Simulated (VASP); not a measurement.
# Nb3In (Pm-3n) in VASP: a series of runs

The runs below take Nb3In through single point, with LDA.

Everything below comes from runs of VASP 6.6.1. Logs are shortened: lines on timing, memory, paths and dates and some standing lists are left out, and cuts for length are marked.

**1. The cell of the first run**

It takes space group Pm-3n (No. 223, cubic). Conventional cell: a = 5.303 Å, b = 5.303 Å, c = 5.303 Å, α = 90.00°, β = 90.00°, γ = 90.00°. Nb (site symmetry -4m2) has 10 Nb at 2.65 to 3.25 Å and 4 In at 2.96 Å within 3.5 Å. In (site symmetry m-3) has 12 Nb at 2.96 Å within 3.9 Å.

**2. Single point, LDA**

Contents of INCAR:

```
SYSTEM = Nb3In
ALGO = Normal
EDIFF = 1E-7
ENCUT = 520
GGA = CA
ISIF = 2
ISMEAR = 1
LASPH = .True.
LCHARG = .False.
LREAL = .False.
LWAVE = .False.
NBANDS = 62
NELM = 60
PREC = Accurate
SIGMA = 0.1
```

Contents of KPOINTS:

```
k-points
0
Gamma
  5 5 5
  0 0 0
```

Contents of POSCAR:

```
Nb3In
1.0
    5.3030000000      0.0000000000      0.0000000000
    0.0000000000      5.3030000000      0.0000000000
    0.0000000000      0.0000000000      5.3030000000
Nb In
6 2
Direct
    0.2500000000      0.0000000000      0.5000000000
    0.5000000000      0.7500000000      0.0000000000
    0.7500000000      0.0000000000      0.5000000000
    0.5000000000      0.2500000000      0.0000000000
    0.0000000000      0.5000000000      0.7500000000
    0.0000000000      0.5000000000      0.2500000000
    0.0000000000      0.0000000000      0.0000000000
    0.5000000000      0.5000000000      0.5000000000
```

Potentials or basis: VASP PAW LDA potentials, release 64 (Nb_sv, In_d).

Launch:

```bash
$ cat potpaw_LDA.64/Nb_sv/POTCAR potpaw_LDA.64/In_d/POTCAR > POTCAR
$ mpirun -np 1 vasp_std > vasp.out
```

OUTCAR:

```text
SYSTEM = Nb3In
   EDIFF = 1E-7
   ENCUT = 520
   GGA = CA
   ISIF = 2
   ISMEAR = 1
   LASPH = .True.
   LREAL = .False.
   NELM = 60
   PREC = Accurate

 ion  position               nearest neighbor table
   1  0.250  0.000  0.500-   3 2.65   3 2.65   8 2.96   7 2.96   8 2.96   7 2.96
   2  0.500  0.750  0.000-   4 2.65   4 2.65   8 2.96   8 2.96   7 2.96   7 2.96
   3  0.750  0.000  0.500-   1 2.65   1 2.65   8 2.96   7 2.96   8 2.96   7 2.96
   4  0.500  0.250  0.000-   2 2.65   2 2.65   8 2.96   8 2.96   7 2.96   7 2.96
   5  0.000  0.500  0.750-   6 2.65   6 2.65   8 2.96   7 2.96   7 2.96   8 2.96
   6  0.000  0.500  0.250-   5 2.65   5 2.65   8 2.96   7 2.96   7 2.96   8 2.96
   7  0.000  0.000  0.000-   1 2.96   2 2.96   3 2.96   4 2.96   5 2.96   6 2.96   1 2.96   3 2.96
                             5 2.96   6 2.96   2 2.96   4 2.96
   8  0.500  0.500  0.500-   1 2.96   2 2.96   3 2.96   4 2.96   5 2.96   6 2.96   2 2.96   4 2.96
                             1 2.96   3 2.96   5 2.96   6 2.96

  LATTYP: Found a simple cubic cell.
 ALAT       =     5.3030000000

  Lattice vectors:

 A1 = (   5.3030000000,   0.0000000000,   0.0000000000)
 A2 = (   0.0000000000,   5.3030000000,   0.0000000000)
 A3 = (   0.0000000000,   0.0000000000,   5.3030000000)

Analysis of symmetry for initial positions (statically):
=====================================================================
 Subroutine PRICEL returns:
 Original cell was already a primitive cell.

 Routine SETGRP: Setting up the symmetry group for a
 simple cubic supercell.

 Subroutine GETGRP returns: Found 48 space group operations
 (whereof 24 operations were pure point group operations)
 out of a pool of 48 trial point group operations.

The static configuration has the point symmetry T_h .
 The point group associated with its full space group is O_h .

Analysis of symmetry for dynamics (positions and initial velocities):
=====================================================================
 Subroutine PRICEL returns:
 Original cell was already a primitive cell.

 Routine SETGRP: Setting up the symmetry group for a
 simple cubic supercell.

 Subroutine GETGRP returns: Found 48 space group operations
 (whereof 24 operations were pure point group operations)
 out of a pool of 48 trial point group operations.

The dynamic configuration has the point symmetry T_h .
 The point group associated with its full space group is O_h .

 Subroutine INISYM returns: Found 48 space group operations
 (whereof 24 operations are pure point group operations),
 and found     1 'primitive' translations

----------------------------------------------------------------------------------------

                                     Primitive cell

  volume of cell :     149.1300

  direct lattice vectors                    reciprocal lattice vectors
     5.303000000  0.000000000  0.000000000     0.188572506  0.000000000  0.000000000
     0.000000000  5.303000000  0.000000000     0.000000000  0.188572506  0.000000000
     0.000000000  0.000000000  5.303000000     0.000000000  0.000000000  0.188572506

  length of vectors
     5.303000000  5.303000000  5.303000000     0.188572506  0.188572506  0.188572506

  position of ions in fractional coordinates (direct lattice)
     0.250000000  0.000000000  0.500000000
     0.500000000  0.750000000  0.000000000
     0.750000000  0.000000000  0.500000000
     0.500000000  0.250000000  0.000000000
     0.000000000  0.500000000  0.750000000
     0.000000000  0.500000000  0.250000000
     0.000000000  0.000000000  0.000000000
     0.500000000  0.500000000  0.500000000

  ion indices of the primitive-cell ions
   primitive index   ion index
                 1           1
                 2           2
                 3           3
                 4           4
                 5           5
                 6           6
                 7           7
                 8           8

----------------------------------------------------------------------------------------

 KPOINTS: k-points

Automatic generation of k-mesh.
 Grid dimensions read from file:
 generate k-points for:    5    5    5

 Generating k-lattice:

  Cartesian coordinates                     Fractional coordinates (reciprocal lattice)
     0.037714501  0.000000000  0.000000000     0.200000000  0.000000000  0.000000000
     0.000000000  0.037714501  0.000000000     0.000000000  0.200000000  0.000000000
     0.000000000  0.000000000  0.037714501     0.000000000  0.000000000  0.200000000

  Length of vectors
     0.037714501  0.037714501  0.037714501

  Shift w.r.t. Gamma in fractional coordinates (k-lattice)
     0.000000000  0.000000000  0.000000000

 Subroutine IBZKPT returns following result:
 ===========================================

 Found     10 irreducible k-points:

 Following reciprocal coordinates:
            Coordinates               Weight
  0.000000  0.000000  0.000000      1.000000
  0.200000  0.000000  0.000000      6.000000
  0.400000  0.000000  0.000000      6.000000
  0.200000  0.200000  0.000000     12.000000
  0.400000  0.200000  0.000000     24.000000
  0.400000  0.400000  0.000000     12.000000
  0.200000  0.200000  0.200000      8.000000
  0.400000  0.200000  0.200000     24.000000
  0.400000  0.400000  0.200000     24.000000
  0.400000  0.400000  0.400000      8.000000
   k-points           NKPTS =     10   k-points in BZ     NKDIM =     10   number of bands    NBANDS=     62
   number of dos      NEDOS =    301   number of ions     NIONS =      8
   total plane-waves  NPLWV =  64000
   dimension x,y,z NGX =    40 NGY =   40 NGZ =   40
   dimension x,y,z NGXF=    80 NGYF=   80 NGZF=   80
   ions per type =               6   2
   NGX,Y,Z   is equivalent  to a cutoff of  12.54, 12.54, 12.54 a.u.
   NGXF,Y,Z  is equivalent  to a cutoff of  25.08, 25.08, 25.08 a.u.
 SYSTEM =  Nb3In
   PREC   = accura    normal or accurate (medium, high low for compatibility)
   ISTART =      0    job   : 0-new  1-cont  2-samecut
   ICHARG =      2    charge: 1-file 2-atom 10-const
   ISPIN  =      1    spin polarized calculation?
   LNONCOLLINEAR =      F non collinear calculations
   LSORBIT =      F    spin-orbit coupling
   LASPH  =      T    aspherical Exc in radial PAW
   ENCUT  =  520.0 eV  38.22 Ry    6.18 a.u.   9.86  9.86  9.86*2*pi/ulx,y,z
   NELM   =     60;   NELMIN=  2; NELMDL= -5     # of ELM steps
   EDIFF  = 0.1E-06   stopping-criterion for ELM
   LREAL  =      F    real-space projection
   EDIFFG = 0.1E-05   stopping-criterion for IOM
   NSW    =      0    number of steps for IOM
   IBRION =     -1    ionic relax: 0-MD 1-quasi-New 2-CG
   NFREE  =      0    steps in history (QN), initial steepest desc. (CG)
   ISIF   =      2    stress and relaxation
   ISYM   =      2    0-nonsym 1-usesym 2-fastsym
   POTIM  = 0.5000    time-step for ionic-motion
   TEBEG  =    0.0;   TEEND  =   0.0 temperature during run
   PSTRESS=    0.0 pullay stress
   NELECT =     104.0000    total number of electrons
   NUPDOWN=      -1.0000    fix difference up-down
   EMIN   =  10.00;   EMAX   =-10.00  energy-range for DOS
   EFERMI =   0.00;   METHOD = LEGACY
   ISMEAR =     1;   SIGMA  =   0.10  broadening in eV -4-tet -1-fermi 0-gaus
   EFERMI_NEDOS =   21; number of points for ismear=-14 and -15
   IALGO  =     38    algorithm
   IMIX   =      4    mixing-type and parameters
     AMIX     =   0.40;   BMIX     =  1.00
     AMIX_MAG =   1.60;   BMIX_MAG =  1.00
  volume/ion in A,a.u.               =      18.64       125.80
  Fermi-wavevector in a.u.,A,eV,Ry     =   1.451769  2.743446 28.676108  2.107635
  Thomas-Fermi vector in A             =   2.569228
   LORBIT       =      0    0 simple, 1 ext, 2 COOP (PROOUT), +10 PAW based schemes
   GGA     = CA    functional components
   LHFCALC =     F    Hartree Fock is set to
   AEXX    =    0.0000 exact exchange contribution
   IVDW    =     0    specifies the selected vdW correction
   LEPSILON=     F    determine dielectric tensor
   LRPA    =     F    only Hartree local field effects (RPA)
 non-spin polarized calculation
 Methfessel and Paxton  Order N= 1 SIGMA  =   0.10
  energy-cutoff  :      520.00
  volume of cell :      149.13
 maximum number of plane-waves:      4036
 NGX is ok and might be reduce to    40
   NGX = 19   NGY = 19   NGZ = 19

 number of electron     104.0000040 magnetization

 Free energy of the ion-electron system (eV)
  ---------------------------------------------------
  ext. energy  EPLUGINS =         0.00000000
  ---------------------------------------------------
  free energy    TOTEN  =       -73.96612062 eV

  energy without entropy =      -73.96167826  energy(sigma->0) =      -73.96463983

 E-fermi :  10.7502     XC(G=0): -12.4659

 val. band max:       10.7216811759   @ k =   0.4000   0.0000   0.0000
 cond. band min:      10.7652872053   @ k =   0.2000   0.2000   0.0000
 fundamental gap:      0.0436060295
 Fermi energy:        10.7502051828

 k-point     1 :       0.0000    0.0000    0.0000
  band No.  band energies     occupation
      1     -43.5979      2.00000
      2     -43.5272      2.00000
      3     -43.5272      2.00000
      4     -43.3100      2.00000
      5     -43.3100      2.00000
      6     -43.3100      2.00000
[... 54 lines left out ...]
     61      14.5401      0.00000
     62      14.6022      0.00000

 k-point     2 :       0.2000    0.0000    0.0000
  band No.  band energies     occupation
      1     -43.5870      2.00000
      2     -43.5322      2.00000
      3     -43.5112      2.00000
      4     -43.3331      2.00000
      5     -43.3100      2.00000
      6     -43.3100      2.00000
[... 54 lines left out ...]
     61      14.2244      0.00000
     62      14.2761      0.00000

 k-point     3 :       0.4000    0.0000    0.0000
  band No.  band energies     occupation
      1     -43.5657      2.00000
      2     -43.5461      2.00000
      3     -43.4616      2.00000
      4     -43.3922      2.00000
      5     -43.3100      2.00000
      6     -43.3100      2.00000
[... 444 lines left out ...]
     61      13.1780      0.00000
     62      13.4227      0.00000

 k-point    10 :       0.4000    0.4000    0.4000
  band No.  band energies     occupation
      1     -43.4788      2.00000
      2     -43.4649      2.00000
      3     -43.4649      2.00000
      4     -43.3968      2.00000
      5     -43.3968      2.00000
      6     -43.3897      2.00000
[... 54 lines left out ...]
     61      13.2705      0.00000
     62      13.3166      0.00000

------------------------ aborting loop because EDIFF is reached ----------------------------------------

  FORCE on cell =-STRESS in cart. coord.  units (eV):
  Direction    XX          YY          ZZ          XY          YZ          ZX
  --------------------------------------------------------------------------------------
  -------------------------------------------------------------------------------------
  Total       -6.9782882     -6.9782882     -6.9782882     -0.0000000      0.0000000      0.0000000
  in kB      -74.9712245    -74.9712245    -74.9712245     -0.0000000      0.0000000      0.0000000
  external PRESSURE =     -74.9712245 kB  Pullay stress =       0.0000000 kB

 VOLUME and BASIS-vectors are now :
 -----------------------------------------------------------------------------
  energy-cutoff  :      520.00
  volume of cell :      149.13
      direct lattice vectors                 reciprocal lattice vectors
     5.303000000  0.000000000  0.000000000     0.188572506  0.000000000  0.000000000
     0.000000000  5.303000000  0.000000000     0.000000000  0.188572506  0.000000000
     0.000000000  0.000000000  5.303000000     0.000000000  0.000000000  0.188572506

 POSITION                                       TOTAL-FORCE (eV/Angst)
 -----------------------------------------------------------------------------------
      1.32575      0.00000      2.65150        -0.000000      0.000000     -0.000000
      2.65150      3.97725      0.00000         0.000000     -0.000000      0.000000
      3.97725      0.00000      2.65150         0.000000     -0.000000     -0.000000
      2.65150      1.32575      0.00000        -0.000000      0.000000     -0.000000
      0.00000      2.65150      3.97725        -0.000000     -0.000000     -0.000000
      0.00000      2.65150      1.32575        -0.000000     -0.000000      0.000000
      0.00000      0.00000      0.00000         0.000000      0.000000      0.000000
      2.65150      2.65150      2.65150         0.000000      0.000000      0.000000
 -----------------------------------------------------------------------------------
    total drift:                                0.000000     -0.000000      0.000000

  FREE ENERGIE OF THE ION-ELECTRON SYSTEM (eV)
  ---------------------------------------------------
  free  energy   TOTEN  =       -73.9661206160 eV

  energy  without entropy=      -73.9616782647  energy(sigma->0) =      -73.96463983
```

It took 90 s on 1 thread of Intel Xeon Platinum 8259CL at 2.50GHz (Skylake/Cascade Lake), shared host; peak memory 0.23 GiB.

What came out:

```
Free energy            : -73.9661 eV
Pressure               : -7.5 GPa
Band gap on the k mesh : zero (band 52 reaches 10.93 eV, above the bottom of band 53 at 10.58 eV)
```

Caveat: spin-orbit coupling is left out, which moves the levels of the heavy elements.

**3. Single point, LDA**

Contents of INCAR:

```
SYSTEM = Nb3In
PREC     = Accurate       ! precision mode
ENCUT    = 520            ! plane-wave cutoff, eV
EDIFF    = 1E-6           ! SCF threshold, eV
ISMEAR   = 1              ! smearing method
SIGMA    = 0.1            ! smearing width, eV
LREAL    = .False.        ! projectors in reciprocal space
LASPH    = .True.         ! aspherical terms in the spheres
NELM     = 60             ! most SCF steps
ALGO     = Normal         ! electronic algorithm
ISIF     = 2              ! what is computed and relaxed
LWAVE    = .False.        ! write WAVECAR
LCHARG   = .True.         ! write CHGCAR
LELF     = .True.         ! ELF
LVHAR    = .True.       
NBANDS   = 62             ! bands
```

Contents of KPOINTS:

```
regular mesh
0
Gamma
  5 5 5
  0 0 0
```

POSCAR is that of step 2.

Potentials or basis: VASP PAW LDA potentials, release 64 (Nb_sv, In_d).

Launch:

```bash
$ cat potpaw_LDA.64/Nb_sv/POTCAR potpaw_LDA.64/In_d/POTCAR > POTCAR
$ mpirun -np 1 vasp_std > vasp.out
```

Run time: 84 s. Hardware: 1 thread of Intel Xeon Platinum 8259CL at 2.50GHz (Skylake/Cascade Lake), shared host; peak memory 0.23 GiB.

The run converged. Its results:

- Free energy: -73.9661 eV
- Pressure: -7.5 GPa
- Band gap on the k mesh: zero (band 52 reaches 10.93 eV, above the bottom of band 53 at 10.58 eV)

Levels at points of the mesh, in eV from the Fermi level:
```tsv
k point	band 49	band 50	band 51	band 52	band 53	band 54	band 55	band 56
(0.00, 0.00, 0.00)	-1.34	-0.38	-0.38	-0.38	-0.05	-0.05	2.32	2.32
```

Caveat: spin-orbit coupling is left out, which moves the levels of the heavy elements.
